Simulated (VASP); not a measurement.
Si2Sn3:

```
Si Sn
1.0
     3.03910    0.00000    0.00000
    -1.51955    2.63194    0.00000
     0.00000    0.00000   28.65620
Si Sn
4 6
Direct
  0.33333 0.66667 0.90000
  0.33333 0.66667 0.10000
  0.33333 0.66667 0.50000
  0.66667 0.33333 0.00000
  0.33333 0.66667 0.70000
  0.33333 0.66667 0.30000
  0.66667 0.33333 0.80000
  0.66667 0.33333 0.20000
  0.66667 0.33333 0.40000
  0.66667 0.33333 0.60000
```

* Program: VASP 6.6.1
* Task: relaxation of cell and atoms
* Functional: PBE
* Potentials or basis: VASP PAW PBE potentials, release 64 (Si, Sn_d)
* Cutoff: 600 eV
* k mesh: 6 × 6 × 1
* Occupations: gaussian, width 0.1 eV
* Spin: no spin polarisation

At the start: pressure 3.6 GPa; volume 22.92 Å³/atom.

**Question.** How do energy, volume and symmetry change on relaxing?

**Answer.** Over 52 steps the energy falls by 283.7 meV/atom and the volume is 23.66 Å³/atom (+3.2 %); space group P-6m2 (No. 187, to 0.1 Å) before and after.

The path:
| step | energy change (eV) | largest force (eV/Å) | pressure (GPa) | volume (Å³) |
| --- | --- | --- | --- | --- |
| 1 | 0.0000 | 0.7108 | 3.58 | 229.21 |
| 3 | -0.2200 | 0.5056 | -0.73 | 245.07 |
| 5 | -0.5016 | 0.5021 | -0.28 | 240.60 |
| 7 | -0.4668 | 1.5807 | 6.43 | 220.91 |
| 9 | -0.8131 | 0.9768 | 3.73 | 225.91 |
| 11 | -0.8763 | 0.9257 | 2.49 | 229.20 |
| 13 | -1.0358 | 1.0396 | 2.19 | 230.01 |
| 15 | -1.0586 | 1.1074 | 2.18 | 230.46 |
| 17 | -1.2443 | 0.8765 | -0.01 | 237.00 |
| 19 | -1.3003 | 0.6376 | -1.89 | 243.80 |
| 21 | -1.5736 | 0.8174 | -1.21 | 236.83 |
| 23 | -1.9117 | 0.5056 | 0.71 | 225.35 |
| 25 | -2.0290 | 0.7461 | 2.03 | 222.30 |
| 27 | -2.5425 | 0.5449 | -3.20 | 249.50 |
| 29 | -2.6574 | 0.4956 | -2.30 | 245.82 |
| 31 | -2.6874 | 0.3911 | -1.65 | 245.20 |
| 33 | -2.6892 | 0.3863 | -2.08 | 245.61 |
| 35 | -2.7528 | 0.3271 | -0.94 | 240.73 |
| 37 | -2.7775 | 0.2845 | 0.32 | 235.29 |
| 39 | -2.8050 | 0.2303 | -0.05 | 236.33 |
| 41 | -2.8076 | 0.2095 | -0.23 | 236.78 |
| 43 | -2.8221 | 0.1394 | 0.50 | 235.03 |
| 45 | -2.8279 | 0.0953 | -0.02 | 236.92 |
| 47 | -2.8306 | 0.0671 | -0.10 | 237.14 |
| 49 | -2.8346 | 0.0543 | -0.09 | 236.83 |
| 51 | -2.8354 | 0.0502 | -0.08 | 236.80 |
| 52 | -2.8368 | 0.0299 | -0.04 | 236.60 |

Final structure:
```yaml
crystal:
  lattice:
    - [3.46347, 0.00000, 0.00000]
    - [-1.73174, 2.99946, 0.00000]
    - [0.00000, 0.00000, 22.77499]
  atoms:
    - { symbol: Si, position: [0.33333, 0.66667, 0.93681] }
    - { symbol: Si, position: [0.33333, 0.66667, 0.06319] }
    - { symbol: Si, position: [0.33333, 0.66667, 0.50000] }
    - { symbol: Si, position: [0.66667, 0.33333, 0.00000] }
    - { symbol: Sn, position: [0.33333, 0.66667, 0.71183] }
    - { symbol: Sn, position: [0.33333, 0.66667, 0.28817] }
    - { symbol: Sn, position: [0.66667, 0.33333, 0.83336] }
    - { symbol: Sn, position: [0.66667, 0.33333, 0.16664] }
    - { symbol: Sn, position: [0.66667, 0.33333, 0.40722] }
    - { symbol: Sn, position: [0.66667, 0.33333, 0.59278] }
```

Caveat: the k points lie up to 0.35 Å⁻¹ apart in the final cell, too coarse for converged energies and pressures of a metal; a cell axis changed by over 15 % at a fixed basis, so the end point is rough.
